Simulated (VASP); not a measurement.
# BaS (R3m) in VASP: further runs

Aim: see how the results for BaS move with the level of theory and the settings. Levels: PBE, r2SCAN. Tasks: single point.

All numbers are computed with VASP 6.6.1; they aren't measurements. Logs are shortened: lines on timing, memory, paths and dates and some standing lists are left out, and cuts for length are marked.

## Step 1: The cell of the first run

It takes space group R3m (No. 160, trigonal). The conventional cell has a = 4.977 Å, b = 4.977 Å, c = 12.848 Å, α = 90.00°, β = 90.00°, γ = 120.00°. Ba (site symmetry 3m) has 4 S at 3.09 to 3.14 Å within 4.1 Å. S (site symmetry 3m) has 4 Ba at 3.09 to 3.14 Å within 4.1 Å.

## Step 2: Single point, PBE (strain along [111] +5.4%)

File INCAR:

```
PREC     = Accurate       # precision mode
ENCUT    = 520            # plane-wave cutoff, eV
EDIFF    = 1E-7           # SCF threshold, eV
ISMEAR   = -1             # smearing method
SIGMA    = 0.02           # smearing width, eV
LREAL    = False          # projectors in reciprocal space
LASPH    = True           # aspherical terms in the spheres
NELM     = 100            # most SCF steps
ALGO     = Normal         # electronic algorithm
ISIF     = 2              # what is computed and relaxed
LWAVE    = False          # write WAVECAR
LCHARG   = False          # write CHGCAR
GGA      = PE             # functional
NBANDS   = 15             # bands
```

File KPOINTS:

```
Automatic mesh
0
Gamma
  6 6 6
```

File POSCAR:

```
BaS
1.0
    0.1262295688      3.6456413397      3.6456413397
    3.6456413397      0.1262295688      3.6456413397
    3.6456413397      3.6456413397      0.1262295688
Ba S
1 1
Direct
    0.0028000927      0.0028000927      0.0028000927
    0.2471999073      0.2471999073      0.2471999073
```

Potentials or basis: VASP PAW PBE potentials, release 64 (Ba_sv, S).

Launch:

```console
$ cat potpaw_PBE.64/Ba_sv/POTCAR potpaw_PBE.64/S/POTCAR > POTCAR
$ mpirun -np 1 vasp_std > vasp.out
```

OUTCAR:

```text
PREC = Accurate
   ENCUT = 520
   EDIFF = 1E-7
   ISMEAR = -1
   LREAL = False
   LASPH = True
   NELM = 100
   ISIF = 2
   GGA = PE

 ion  position               nearest neighbor table
   1  0.003  0.003  0.003-   2 3.09   2 3.09   2 3.09   2 3.14
   2  0.247  0.247  0.247-   1 3.09   1 3.09   1 3.09   1 3.14

  LATTYP: Found a trigonal (rhomboedric) cell.
 ALAT       =     5.1572604607
 COS(alpha) =     0.5343045084

  Lattice vectors:

 A1 = (   0.1262295688,   3.6456413397,   3.6456413397)
 A2 = (   3.6456413397,   0.1262295688,   3.6456413397)
 A3 = (   3.6456413397,   3.6456413397,   0.1262295688)

Analysis of symmetry for initial positions (statically):
=====================================================================
 Subroutine PRICEL returns:
 Original cell was already a primitive cell.

 Routine SETGRP: Setting up the symmetry group for a
 trigonal (rhombohedral) supercell.

 Subroutine GETGRP returns: Found  6 space group operations
 (whereof  6 operations were pure point group operations)
 out of a pool of 12 trial point group operations.

The static configuration has the point symmetry C_3v.

Analysis of symmetry for dynamics (positions and initial velocities):
=====================================================================
 Subroutine PRICEL returns:
 Original cell was already a primitive cell.

 Routine SETGRP: Setting up the symmetry group for a
 trigonal (rhombohedral) supercell.

 Subroutine GETGRP returns: Found  6 space group operations
 (whereof  6 operations were pure point group operations)
 out of a pool of 12 trial point group operations.

The dynamic configuration has the point symmetry C_3v.

 Subroutine INISYM returns: Found  6 space group operations
 (whereof  6 operations are pure point group operations),
 and found     1 'primitive' translations

----------------------------------------------------------------------------------------

                                     Primitive cell

  volume of cell :      91.8752

  direct lattice vectors                    reciprocal lattice vectors
     0.126229569  3.645641340  3.645641340    -0.144486898  0.139651494  0.139651494
     3.645641340  0.126229569  3.645641340     0.139651494 -0.144486898  0.139651494
     3.645641340  3.645641340  0.126229569     0.139651494  0.139651494 -0.144486898

  length of vectors
     5.157260461  5.157260461  5.157260461     0.244707056  0.244707056  0.244707056

  position of ions in fractional coordinates (direct lattice)
     0.002800093  0.002800093  0.002800093
     0.247199907  0.247199907  0.247199907

  ion indices of the primitive-cell ions
   primitive index   ion index
                 1           1
                 2           2

----------------------------------------------------------------------------------------

 KPOINTS: Automatic mesh

Automatic generation of k-mesh.
 Grid dimensions read from file:
 generate k-points for:    6    6    6

 Generating k-lattice:

  Cartesian coordinates                     Fractional coordinates (reciprocal lattice)
    -0.024081150  0.023275249  0.023275249     0.166666667  0.000000000  0.000000000
     0.023275249 -0.024081150  0.023275249     0.000000000  0.166666667  0.000000000
     0.023275249  0.023275249 -0.024081150     0.000000000  0.000000000  0.166666667

  Length of vectors
     0.040784509  0.040784509  0.040784509

  Shift w.r.t. Gamma in fractional coordinates (k-lattice)
     0.000000000  0.000000000  0.000000000

 Subroutine IBZKPT returns following result:
 ===========================================

 Found     32 irreducible k-points:

 Following reciprocal coordinates:
            Coordinates               Weight
  0.000000  0.000000  0.000000      1.000000
  0.166667  0.000000 -0.000000      6.000000
  0.333333  0.000000  0.000000      6.000000
  0.500000 -0.000000 -0.000000      3.000000
  0.166667  0.166667 -0.000000      6.000000
  0.333333  0.166667  0.000000     12.000000
[... 16 lines left out ...]
  0.500000  0.500000  0.166667      6.000000
 -0.333333  0.500000  0.166667     12.000000
 [... further k-points ...]
   k-points           NKPTS =     32   k-points in BZ     NKDIM =     32   number of bands    NBANDS=     15
   number of dos      NEDOS =    301   number of ions     NIONS =      2
   total plane-waves  NPLWV =  64000
   dimension x,y,z NGX =    40 NGY =   40 NGZ =   40
   dimension x,y,z NGXF=    80 NGYF=   80 NGZF=   80
   ions per type =               1   1
   NGX,Y,Z   is equivalent  to a cutoff of  12.89, 12.89, 12.89 a.u.
   NGXF,Y,Z  is equivalent  to a cutoff of  25.79, 25.79, 25.79 a.u.
 SYSTEM =  unknown system
   PREC   = accura    normal or accurate (medium, high low for compatibility)
   ISTART =      0    job   : 0-new  1-cont  2-samecut
   ICHARG =      2    charge: 1-file 2-atom 10-const
   ISPIN  =      1    spin polarized calculation?
   LNONCOLLINEAR =      F non collinear calculations
   LSORBIT =      F    spin-orbit coupling
   LASPH  =      T    aspherical Exc in radial PAW
   ENCUT  =  520.0 eV  38.22 Ry    6.18 a.u.   9.59  9.59  9.59*2*pi/ulx,y,z
   NELM   =    100;   NELMIN=  2; NELMDL= -5     # of ELM steps
   EDIFF  = 0.1E-06   stopping-criterion for ELM
   LREAL  =      F    real-space projection
   EDIFFG = 0.1E-05   stopping-criterion for IOM
   NSW    =      0    number of steps for IOM
   IBRION =     -1    ionic relax: 0-MD 1-quasi-New 2-CG
   NFREE  =      0    steps in history (QN), initial steepest desc. (CG)
   ISIF   =      2    stress and relaxation
   ISYM   =      2    0-nonsym 1-usesym 2-fastsym
   POTIM  = 0.5000    time-step for ionic-motion
   TEBEG  =    0.0;   TEEND  =   0.0 temperature during run
   PSTRESS=    0.0 pullay stress
   NELECT =      16.0000    total number of electrons
   NUPDOWN=      -1.0000    fix difference up-down
   EMIN   =  10.00;   EMAX   =-10.00  energy-range for DOS
   EFERMI =   0.00;   METHOD = LEGACY
   ISMEAR =    -1;   SIGMA  =   0.02  broadening in eV -4-tet -1-fermi 0-gaus
   EFERMI_NEDOS =   21; number of points for ismear=-14 and -15
   IALGO  =     38    algorithm
   IMIX   =      4    mixing-type and parameters
     AMIX     =   0.40;   BMIX     =  1.00
     AMIX_MAG =   1.60;   BMIX_MAG =  1.00
  volume/ion in A,a.u.               =      45.94       310.00
  Fermi-wavevector in a.u.,A,eV,Ry     =   0.914216  1.727617 11.371618  0.835790
  Thomas-Fermi vector in A             =   2.038817
   LORBIT       =      0    0 simple, 1 ext, 2 COOP (PROOUT), +10 PAW based schemes
   GGA     = PE    functional components
   LHFCALC =     F    Hartree Fock is set to
   AEXX    =    0.0000 exact exchange contribution
   IVDW    =     0    specifies the selected vdW correction
   LEPSILON=     F    determine dielectric tensor
   LRPA    =     F    only Hartree local field effects (RPA)
 non-spin polarized calculation
  energy-cutoff  :      520.00
  volume of cell :       91.88
 maximum number of plane-waves:      2505
 NGX is ok and might be reduce to    40
   NGX = 19   NGY = 19   NGZ = 19

 number of electron      16.0000000 magnetization

 Free energy of the ion-electron system (eV)
  ---------------------------------------------------
  ext. energy  EPLUGINS =         0.00000000
  ---------------------------------------------------
  free energy    TOTEN  =        -9.71464889 eV

  energy without entropy =       -9.71464889  energy(sigma->0) =       -9.71464889

 E-fermi :   0.1436     XC(G=0):  -6.9911

 val. band max:       -0.3658005169   @ k =   0.5000   0.5000  -0.0000
 cond. band min:       2.2970289902   @ k =   0.0000   0.0000   0.0000
 fundamental gap:      2.6628295071
 Fermi energy:         0.1435778013

 k-point     1 :       0.0000    0.0000    0.0000
  band No.  band energies     occupation
      1     -26.6402      2.00000
      2     -11.8076      2.00000
      3     -11.8059      2.00000
      4     -11.8059      2.00000
      5     -10.1999      2.00000
      6      -1.0287      2.00000
      7      -0.9169      2.00000
      8      -0.9169      2.00000
      9       2.2970      0.00000
     10       4.5840      0.00000
     11       4.5840      0.00000
     12       6.3496      0.00000
     13       6.3496      0.00000
     14       6.4477      0.00000
     15       8.6898      0.00000

 k-point     2 :       0.1667    0.0000   -0.0000
  band No.  band energies     occupation
      1     -26.6373      2.00000
      2     -11.9556      2.00000
      3     -11.8154      2.00000
      4     -11.8107      2.00000
      5     -10.0497      2.00000
      6      -1.0257      2.00000
      7      -0.9333      2.00000
      8      -0.8633      2.00000
      9       2.8653      0.00000
     10       4.3601      0.00000
     11       4.4588      0.00000
     12       6.0518      0.00000
     13       6.6995      0.00000
     14       6.7116      0.00000
     15       8.0748      0.00000

 k-point     3 :       0.3333    0.0000    0.0000
  band No.  band energies     occupation
      1     -26.6314      2.00000
      2     -12.1898      2.00000
      3     -11.8343      2.00000
      4     -11.8244      2.00000
      5      -9.8134      2.00000
      6      -1.0052      2.00000
      7      -0.8124      2.00000
      8      -0.7681      2.00000
      9       3.7525      0.00000
     10       4.3064      0.00000
     11       4.5975      0.00000
     12       5.4671      0.00000
     13       6.3311      0.00000
     14       6.5997      0.00000
     15       7.1378      0.00000
[... 343 lines left out ...]
 k-point    23 :       0.5000    0.5000    0.1667
  band No.  band energies     occupation
      1     -26.6270      2.00000
      2     -12.3150      2.00000
      3     -11.8976      2.00000
      4     -11.8678      2.00000
      5      -9.5756      2.00000
      6      -1.2344      2.00000
      7      -0.5175      2.00000
      8      -0.4476      2.00000
      9       3.0683      0.00000
     10       4.0970      0.00000
     11       5.2141      0.00000
     12       6.0525      0.00000
     13       6.2109      0.00000
     14       6.7663      0.00000
     15       8.4904      0.00000

 k-point    24 :      -0.3333    0.5000    0.1667
  band No.  band energies     occupation
      1     -26.6256      2.00000
      2     -12.3321      2.00000
      3     -11.9107      2.00000
      4     -11.8820      2.00000
      5      -9.5475      2.00000
      6      -1.1215      2.00000
      7      -0.6366      2.00000
      8      -0.3735      2.00000
      9       3.0252      0.00000
     10       3.9196      0.00000
     11       5.3955      0.00000
     12       5.7670      0.00000
     13       6.5584      0.00000
     14       7.7820      0.00000
     15       7.9071      0.00000

 [... further k-points ...]
[... 5 lines left out ...]
  --------------------------------------------------------------------------------------
  -------------------------------------------------------------------------------------
  Total       -0.5971721     -0.5971721     -0.5971721     -0.1945995     -0.1945995     -0.1945995
  in kB      -10.4138572    -10.4138572    -10.4138572     -3.3935476     -3.3935476     -3.3935476
  external PRESSURE =     -10.4138572 kB  Pullay stress =       0.0000000 kB

 VOLUME and BASIS-vectors are now :
 -----------------------------------------------------------------------------
  energy-cutoff  :      520.00
  volume of cell :       91.88
      direct lattice vectors                 reciprocal lattice vectors
     0.126229569  3.645641340  3.645641340    -0.144486898  0.139651494  0.139651494
     3.645641340  0.126229569  3.645641340     0.139651494 -0.144486898  0.139651494
     3.645641340  3.645641340  0.126229569     0.139651494  0.139651494 -0.144486898

 POSITION                                       TOTAL-FORCE (eV/Angst)
 -----------------------------------------------------------------------------------
      0.02077      0.02077      0.02077        -0.000288     -0.000288     -0.000288
      1.83361      1.83361      1.83361         0.000288      0.000288      0.000288
 -----------------------------------------------------------------------------------
    total drift:                                0.000043      0.000043      0.000043

  FREE ENERGIE OF THE ION-ELECTRON SYSTEM (eV)
  ---------------------------------------------------
  free  energy   TOTEN  =        -9.7146488939 eV

  energy  without entropy=       -9.7146488939  energy(sigma->0) =       -9.71464889
```

It took 26 s on 1 thread of Intel Xeon Platinum 8488C (Sapphire Rapids), shared host; peak memory 0.25 GiB.

What came out:

| Item | Value |
| --- | --- |
| Free energy | -9.7146 eV |
| Pressure | -1.0 GPa |
| Band gap on the k mesh | 2.66 eV, indirect (least direct gap 3.21 eV) |

Stress tensor (GPa, compression positive):
```
-1.04 -0.34 -0.34
-0.34 -1.04 -0.34
-0.34 -0.34 -1.04
```

Caveat: the cell differs from its parent crystal (strain along [111] +5.4%); spin-orbit coupling is left out, which moves the levels of the heavy elements. A k mesh can miss the band edges.

## Step 3: Single point, r2SCAN (strain along [111] +5.4%)

POSCAR is that of step 2.

File INCAR.step1:

```
SYSTEM = BaS
PREC = Accurate
ENCUT = 520
ISMEAR = 0
SIGMA = 0.01
LREAL = .False.
LASPH = .True.
NELM = 100
NBANDS = 15
GGA = PE
ALGO = Normal
EDIFF = 1E-4
LWAVE = .True.
LCHARG = .False.
```

File INCAR.step2:

```
SYSTEM = BaS
PREC = Accurate
ENCUT = 520
EDIFF = 1E-6
ISMEAR = 0
SIGMA = 0.01
LREAL = .False.
LASPH = .True.
NELM = 100
ALGO = Normal
ISIF = 2
LWAVE = .False.
LCHARG = .False.
METAGGA = R2SCAN
LMIXTAU = .True.
NBANDS = 15
ISTART = 1
```

File KPOINTS:

```
Automatic mesh
0
Gamma
  6 6 6
  0 0 0
```

Potentials or basis: VASP PAW PBE potentials, release 64 (Ba_sv, S).

Launch:

```console
$ cat potpaw_PBE.64/Ba_sv/POTCAR potpaw_PBE.64/S/POTCAR > POTCAR
$ cp INCAR.step1 INCAR
$ mpirun -np 1 vasp_std > vasp.out
$ cp INCAR.step2 INCAR
$ mpirun -np 1 vasp_std > vasp.out
```

Wall time 2 min (1 thread of Intel Xeon Platinum 8488C (Sapphire Rapids), shared host); peak memory 0.28 GiB.

The run converged. Its results:

```yaml
Free_energy: -38.5964 eV
Pressure: -1.1 GPa
Largest_force: 0.011 eV/Å
Band_gap_on_the_k_mesh: 2.98 eV, indirect (least direct gap 3.53 eV)
```

Forces on the atoms (eV/Å):
```
Ba   0.006  0.006  0.006
S   -0.006 -0.006 -0.006
```

Stress tensor (GPa, compression positive):
```
-1.09 -0.35 -0.35
-0.35 -1.09 -0.35
-0.35 -0.35 -1.09
```

Levels at points of the mesh, in eV from the valence-band top:
```
           k point  band 6  band 7  band 8  band 9  band 10  band 11
(0.00, 0.00, 0.00)   -0.67   -0.55   -0.55    2.98     5.45     5.45
(0.50, 0.00, 0.00)   -0.55   -0.39   -0.36    4.65     5.30     5.79
(0.50, 0.50, 0.00)   -0.98   -0.04    0.00    3.68     4.89     6.60
(0.50, 0.50, 0.50)   -0.67   -0.32   -0.32    4.62     5.58     5.58
```

Caveat: the cell differs from its parent crystal (strain along [111] +5.4%); the PAW data sets were made with another functional, which shifts forces and pressure a little; spin-orbit coupling is left out, which moves the levels of the heavy elements.
